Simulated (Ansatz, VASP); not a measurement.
## CaO in VASP and in Ansatz

Contents of POSCAR:

```
CaO
1.0
    0.0000000000      2.6407379112      2.6407379112
    2.6407379112      0.0000000000      2.6407379112
    2.6407379112      2.6407379112      0.0000000000
Ca O
1 1
Direct
    0.0000000000      0.0000000000      0.0000000000
    0.2500000000      0.2500000000      0.2500000000
```

INCAR.step1

```
SYSTEM = CaO
PREC = Accurate
ENCUT = 520
ISMEAR = 0
SIGMA = 0.05
LREAL = .FALSE.
LASPH = .TRUE.
NELM = 80
NBANDS = 15
GGA = PE
ALGO = Normal
EDIFF = 1E-4
LWAVE = .TRUE.
LCHARG = .FALSE.
```

File INCAR.step2:

```
SYSTEM = CaO
PREC = Accurate
ENCUT = 520
EDIFF = 1E-6
ISMEAR = 0
SIGMA = 0.05
LREAL = .FALSE.
LASPH = .TRUE.
NELM = 80
ALGO = Normal
ISIF = 2
LWAVE = .FALSE.
LCHARG = .FALSE.
METAGGA = R2SCAN
LMIXTAU = .TRUE.
NBANDS = 15
ISTART = 1
```

File KPOINTS:

```
Automatic mesh
0
G
  8 8 8
  0 0 0
```

Input for Ansatz:

```yaml
crystal:
  lattice:
    - [0.0, 2.6407379112, 2.6407379112]
    - [2.6407379112, 0.0, 2.6407379112]
    - [2.6407379112, 2.6407379112, 0.0]
  atoms:
    - { symbol: Ca, position: [0.0, 0.0, 0.0] }
    - { symbol: O, position: [0.25, 0.25, 0.25] }
basis:
  ecutwfc: 500
  ecutrho_ratio: 4
kpoints:
  mp_grid: { grid: [8, 8, 8] }
hamiltonian:
  xc: r2scan
scf:
  occupations: { method: gaussian, width: 0.05 }
output:
  forces: true
  stress: true
  eigenvalues: true
  write_density: true
  write_potential: true
  elf: true
  volumetric_format: npy
```

Alike in both runs: task single point; functional r2SCAN; k mesh 8 × 8 × 8; occupations gaussian, width 0.05 eV; no spin polarisation.

```csv
,VASP,Ansatz
version,VASP 6.6.1,Ansatz 0.2.0
potentials or method,"VASP PAW PBE potentials, release 64 (Ca_sv, O), cutoff 520 eV","scalar-relativistic, plane waves, PAW"
valence electrons in the cell,16,16
```

```csv
,VASP,Ansatz,Ansatz less VASP
gap on the k mesh at the Fermi level (eV),3.60,3.62,+0.023
least direct gap on the mesh (eV),4.15,4.17,+0.016
pressure (GPa),-2.2,-3.0,-0.81
```

VASP's potentials were made for PBE, not for r2SCAN.
